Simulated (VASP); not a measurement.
BN:

```
CELL_PARAMETERS angstrom
0.00000 1.75456 1.75456
1.75456 0.00000 1.75456
1.75456 1.75456 0.00000
ATOMIC_POSITIONS crystal
B 0.00000 0.00000 0.00000
N 0.50000 0.50000 0.50000
```

This cell differs from its parent crystal: strain +0.5%.

Base run:

- Program: VASP 6.6.1
- Functional: r2SCAN
- Potentials or basis: VASP PAW PBE potentials, release 64 (B, N)
- Cutoff: 520 eV
- k mesh: 12 × 12 × 12
- Occupations: gaussian, width 0.01 eV
- Spin: no spin polarisation

Its results: band gap on the k mesh 1.21 eV, indirect (least direct gap 6.46 eV); pressure -5.4 GPa.

**Question.** The run is repeated on the same cell with these changes: functional from r2SCAN to HSE06; k mesh from 12 × 12 × 12 to 8 × 8 × 8. What comes out?

**Answer.** Band gap on the k mesh 2.19 eV, indirect (least direct gap 7.18 eV); pressure -13.9 GPa.

Several settings changed at once, so the effect can't be laid on one alone.

Caveats: the PAW data sets were made with another functional, which shifts forces and pressure a little.

A k mesh can miss the band edges.
